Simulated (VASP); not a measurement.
# Be (P6_3/mmc) in VASP: notebook

Be is run at these levels: LDA; tasks: single point, relaxation of cell and atoms.

Program: VASP 6.6.1. These are calculated values, not measurements. Logs are shortened: lines on timing, memory, paths and dates and some standing lists are left out, and cuts for length are marked.

### Step 1. The cell of the first run

Symmetry: P6_3/mmc, No. 194, hexagonal system. The conventional cell has a = 2.228 Å, b = 2.228 Å, c = 3.511 Å, α = 90.00°, β = 90.00°, γ = 120.00°. Within 2.9 Å of Be (site symmetry -6m2) lie 12 Be at 2.18 to 2.23 Å.

### Step 2. Single point, LDA

INCAR

```
PREC     = Accurate       # precision mode
ENCUT    = 520            # plane-wave cutoff, eV
EDIFF    = 1E-6           # SCF threshold, eV
ISMEAR   = 1              # smearing method
SIGMA    = 0.02           # smearing width, eV
LREAL    = False          # projectors in reciprocal space
LASPH    = True           # aspherical terms in the spheres
NELM     = 60             # most SCF steps
ALGO     = Normal         # electronic algorithm
ISIF     = 2              # what is computed and relaxed
LWAVE    = False          # write WAVECAR
LCHARG   = False          # write CHGCAR
GGA      = CA             # functional
NBANDS   = 9              # bands
```

KPOINTS

```
regular mesh
0
Gamma
  11 11 6
```

POSCAR

```
Be
1.0
    2.2276086996      0.0000000000      0.0000000000
   -1.1138043498      1.9291657236      0.0000000000
    0.0000000000      0.0000000000      3.5112232327
Be
2
Direct
    0.3333333333      0.6666666667      0.2500000000
    0.6666666667      0.3333333333      0.7500000000
```

Potentials or basis: VASP PAW LDA potentials, release 64 (Be).

Command:

```console
cat potpaw_LDA.64/Be/POTCAR > POTCAR
mpirun -np 1 vasp_std > vasp.out
```

OUTCAR:

```text
PREC = Accurate
   ENCUT = 520
   EDIFF = 1E-6
   ISMEAR = 1
   LREAL = False
   LASPH = True
   NELM = 60
   ISIF = 2
   GGA = CA

 ion  position               nearest neighbor table
   1  0.333  0.667  0.250-   2 2.18   2 2.18   2 2.18   2 2.18   2 2.18   2 2.18
   2  0.667  0.333  0.750-   1 2.18   1 2.18   1 2.18   1 2.18   1 2.18   1 2.18

  LATTYP: Found a hexagonal cell.
 ALAT       =     2.2276086996
 C/A-ratio  =     1.5762298079

  Lattice vectors:

 A1 = (   2.2276086996,   0.0000000000,   0.0000000000)
 A2 = (  -1.1138043498,   1.9291657236,   0.0000000000)
 A3 = (   0.0000000000,   0.0000000000,   3.5112232327)

Analysis of symmetry for initial positions (statically):
=====================================================================
 Subroutine PRICEL returns:
 Original cell was already a primitive cell.

 Routine SETGRP: Setting up the symmetry group for a
 hexagonal supercell.

 Subroutine GETGRP returns: Found 24 space group operations
 (whereof 12 operations were pure point group operations)
 out of a pool of 24 trial point group operations.

The static configuration has the point symmetry D_3d.
 The point group associated with its full space group is D_6h.

Analysis of symmetry for dynamics (positions and initial velocities):
=====================================================================
 Subroutine PRICEL returns:
 Original cell was already a primitive cell.

 Routine SETGRP: Setting up the symmetry group for a
 hexagonal supercell.

 Subroutine GETGRP returns: Found 24 space group operations
 (whereof 12 operations were pure point group operations)
 out of a pool of 24 trial point group operations.

The dynamic configuration has the point symmetry D_3d.
 The point group associated with its full space group is D_6h.

 Subroutine INISYM returns: Found 24 space group operations
 (whereof 12 operations are pure point group operations),
 and found     1 'primitive' translations

----------------------------------------------------------------------------------------

                                     Primitive cell

  volume of cell :      15.0892

  direct lattice vectors                    reciprocal lattice vectors
     2.227608700  0.000000000  0.000000000     0.448911876  0.259179392  0.000000000
    -1.113804350  1.929165724  0.000000000     0.000000000  0.518358785  0.000000000
     0.000000000  0.000000000  3.511223233     0.000000000  0.000000000  0.284801032

[... 82 lines left out ...]
   NELM   =     60;   NELMIN=  2; NELMDL= -5     # of ELM steps
   EDIFF  = 0.1E-05   stopping-criterion for ELM
   LREAL  =      F    real-space projection
   EDIFFG = 0.1E-04   stopping-criterion for IOM
   NSW    =      0    number of steps for IOM
   IBRION =     -1    ionic relax: 0-MD 1-quasi-New 2-CG
   NFREE  =      0    steps in history (QN), initial steepest desc. (CG)
   ISIF   =      2    stress and relaxation
   ISYM   =      2    0-nonsym 1-usesym 2-fastsym
   POTIM  = 0.5000    time-step for ionic-motion
   TEBEG  =    0.0;   TEEND  =   0.0 temperature during run
   PSTRESS=    0.0 pullay stress
   NELECT =       4.0000    total number of electrons
   NUPDOWN=      -1.0000    fix difference up-down
   EMIN   =  10.00;   EMAX   =-10.00  energy-range for DOS
   EFERMI =   0.00;   METHOD = LEGACY
   ISMEAR =     1;   SIGMA  =   0.02  broadening in eV -4-tet -1-fermi 0-gaus
   EFERMI_NEDOS =   21; number of points for ismear=-14 and -15
   IALGO  =     38    algorithm
   IMIX   =      4    mixing-type and parameters
     AMIX     =   0.40;   BMIX     =  1.00
     AMIX_MAG =   1.60;   BMIX_MAG =  1.00
  volume/ion in A,a.u.               =       7.54        50.91
  Fermi-wavevector in a.u.,A,eV,Ry     =   1.051653  1.987336 15.047695  1.105974
  Thomas-Fermi vector in A             =   2.186705
   LORBIT       =      0    0 simple, 1 ext, 2 COOP (PROOUT), +10 PAW based schemes
   GGA     = CA    functional components
   LHFCALC =     F    Hartree Fock is set to
   AEXX    =    0.0000 exact exchange contribution
   IVDW    =     0    specifies the selected vdW correction
   LEPSILON=     F    determine dielectric tensor
   LRPA    =     F    only Hartree local field effects (RPA)
 non-spin polarized calculation
 Methfessel and Paxton  Order N= 1 SIGMA  =   0.02
  energy-cutoff  :      520.00
  volume of cell :       15.09
 maximum number of plane-waves:       418
 NGX is ok and might be reduce to    18
   NGX =  9   NGY =  9   NGZ = 13

 number of electron       4.0000000 magnetization

 Free energy of the ion-electron system (eV)
  ---------------------------------------------------
  ext. energy  EPLUGINS =         0.00000000
  ---------------------------------------------------
  free energy    TOTEN  =        -8.40245317 eV

  energy without entropy =       -8.40238084  energy(sigma->0) =       -8.40242906

 E-fermi :   7.4957     XC(G=0): -10.7764

 val. band max:        7.4952562871   @ k =   0.3636   0.2727   0.1667
 cond. band min:       7.5203458327   @ k =   0.2727   0.2727   0.0000
 fundamental gap:      0.0250895456
 Fermi energy:         7.4956752337

 k-point     1 :       0.0000    0.0000    0.0000
  band No.  band energies     occupation
      1      -4.2993      2.00000
      2       2.5359      2.00000
      3       8.5293      0.00000
      4      23.4999      0.00000
      5      23.4999      0.00000
      6      26.4231      0.00000
      7      26.4231      0.00000
      8      28.4844      0.00000
      9      35.1853      0.00000
[... 265 lines left out ...]
 k-point    24 :       0.1818    0.0909    0.1667
  band No.  band energies     occupation
      1      -2.3900      2.00000
      2       3.3064      2.00000
      3      10.6479      0.00000
      4      16.3428      0.00000
      5      18.4615      0.00000
      6      22.7123      0.00000
      7      24.4800      0.00000
      8      25.5102      0.00000
      9      30.0584      0.00000

 [... further k-points ...]
[... 5 lines left out ...]
  --------------------------------------------------------------------------------------
  -------------------------------------------------------------------------------------
  Total        0.0440941      0.0440941      0.0407902      0.0000000     -0.0000000     -0.0000000
  in kB        4.6819245      4.6819245      4.3311101      0.0000000     -0.0000000     -0.0000000
  external PRESSURE =       4.5649864 kB  Pullay stress =       0.0000000 kB

 VOLUME and BASIS-vectors are now :
 -----------------------------------------------------------------------------
  energy-cutoff  :      520.00
  volume of cell :       15.09
      direct lattice vectors                 reciprocal lattice vectors
     2.227608700  0.000000000  0.000000000     0.448911876  0.259179392  0.000000000
    -1.113804350  1.929165724  0.000000000     0.000000000  0.518358785  0.000000000
     0.000000000  0.000000000  3.511223233     0.000000000  0.000000000  0.284801032

 POSITION                                       TOTAL-FORCE (eV/Angst)
 -----------------------------------------------------------------------------------
     -0.00000      1.28611      0.87781         0.000000      0.000000      0.000000
      1.11380      0.64306      2.63342        -0.000000      0.000000      0.000000
 -----------------------------------------------------------------------------------
    total drift:                                0.000000     -0.000000      0.000000

  FREE ENERGIE OF THE ION-ELECTRON SYSTEM (eV)
  ---------------------------------------------------
  free  energy   TOTEN  =        -8.4024531688 eV

  energy  without entropy=       -8.4023808402  energy(sigma->0) =       -8.40242906
```

OSZICAR:

```text
N       E                     dE             d eps       ncg     rms          rms(c)
DAV:   1    -0.428238944991E+01   -0.42824E+01   -0.17878E+03  1168   0.366E+02
DAV:   2    -0.840063840784E+01   -0.41182E+01   -0.40210E+01  1722   0.466E+01
DAV:   3    -0.845964306461E+01   -0.59005E-01   -0.58727E-01  1268   0.357E+00
DAV:   4    -0.845973626954E+01   -0.93205E-04   -0.93204E-04  1353   0.115E-01
DAV:   5    -0.845973627999E+01   -0.10442E-07   -0.10810E-07  1288   0.166E-03    0.127E+00
DAV:   6    -0.842046039788E+01    0.39276E-01   -0.26202E-03  1287   0.337E-01    0.768E-01
DAV:   7    -0.840246233114E+01    0.17998E-01   -0.42585E-03  1366   0.422E-01    0.203E-02
DAV:   8    -0.840245440380E+01    0.79273E-05   -0.11194E-05  1268   0.269E-02    0.542E-03
DAV:   9    -0.840245317526E+01    0.12285E-05   -0.61386E-07  1270   0.596E-03    0.570E-04
DAV:  10    -0.840245316884E+01    0.64116E-08   -0.13605E-09   629   0.298E-04
   1 F= -.84024532E+01 E0= -.84024291E+01  d E =-.723286E-04
```

stdout:

```text
POSCAR found type information on POSCAR Be
 POSCAR found :  1 types and       2 ions
 scaLAPACK will be used
 LDA part: xc-table for (Slater(with rela. corr.)+CA(PZ))
 , standard interpolation
 POSCAR, INCAR and KPOINTS ok, starting setup
 FFT: planning ... GRIDC
 FFT: planning ... GRID_SOFT
 FFT: planning ... GRID
 WAVECAR not read
 entering main loop
```

Run time: 9.3 s. Hardware: 1 thread of AMD EPYC 7R13, shared host; peak memory 0.09 GiB.

Results:

```yaml
Free_energy: -8.4025 eV
Pressure: 0.5 GPa
Band_gap_on_the_k_mesh: zero (band 2 reaches 7.78 eV, above the bottom of band 3 at 7.38 eV)
```

### Step 3. Relaxation of cell and atoms, LDA

This run uses another cell than the first one, of 8.11 Å³/atom, 1.074 times its volume.

INCAR

```
SYSTEM = Be
  PREC = Accurate
  ENCUT = 600
  EDIFF = 1E-6
  ISMEAR = 1
  SIGMA = 0.02
  LREAL = .False.
  LASPH = .True.
  NELM = 80
  ALGO = Normal
  ISIF = 3
  LWAVE = .False.
  LCHARG = .False.
  GGA = CA
  IBRION = 2
  NSW = 80
  EDIFFG = -0.02
```

KPOINTS

```
regular mesh
0
Gamma
  11 11 6
  0 0 0
```

POSCAR

```
Be
1.0
    2.2853000000      0.0000000000      0.0000000000
   -1.1426500000      1.9791278553      0.0000000000
    0.0000000000      0.0000000000      3.5842000000
Be
2
Direct
    0.3333333333      0.6666666667      0.2500000000
    0.6666666667      0.3333333333      0.7500000000
```

Potentials or basis: VASP PAW LDA potentials, release 64 (Be).

Command:

```console
cat potpaw_LDA.64/Be/POTCAR > POTCAR
mpirun -np 1 vasp_std > vasp.out
```

Run time: 14 s. Hardware: 1 thread of AMD EPYC 7R13, shared host; peak memory 0.09 GiB.

It converged, with:

| Property | Result |
| --- | --- |
| Free energy | -8.4026 eV |
| Relaxed volume | 7.56 Å³/atom |
| Relaxed cell | a = 2.229 Å, b = 2.229 Å, c = 3.514 Å, α = 90.00°, β = 90.00°, γ = 120.00° |
| Space group after relaxing (to 0.05 Å) | P6_3/mmc (No. 194) |
| Energy gained by relaxing | 14.0 meV/atom |
| Ionic steps | 5 |
| Pressure after relaxing | 0.1 GPa |
| Band gap on the k mesh | zero (band 2 reaches 7.76 eV, above the bottom of band 3 at 7.36 eV) |

The path:
| step | energy change (eV) | largest force (eV/Å) | pressure (GPa) | volume (Å³) |
| --- | --- | --- | --- | --- |
| 1 | 0.0000 | 0.0000 | -7.97 | 16.21 |
| 2 | -0.0274 | 0.0000 | -1.17 | 15.28 |
| 3 | -0.0279 | 0.0000 | -0.01 | 15.15 |
| 4 | -0.0279 | 0.0000 | 0.17 | 15.13 |
| 5 | -0.0280 | 0.0000 | 0.15 | 15.12 |

Final structure:
```
CELL_PARAMETERS angstrom
2.22948 0.00000 0.00000
-1.11474 1.93079 0.00000
0.00000 0.00000 3.51362
ATOMIC_POSITIONS crystal
Be 0.33333 0.66667 0.25000
Be 0.66667 0.33333 0.75000
```

Levels at points of the mesh, in eV from the Fermi level:
```csv
k point,band 1,band 2,band 3,band 4,band 5,band 6
"(0.00, 0.00, 0.00)",-11.78,-4.95,1.03,15.97,15.97,18.89
"(0.00, 0.00, 0.50)",-9.62,-9.62,10.67,10.67,17.65,17.65
```
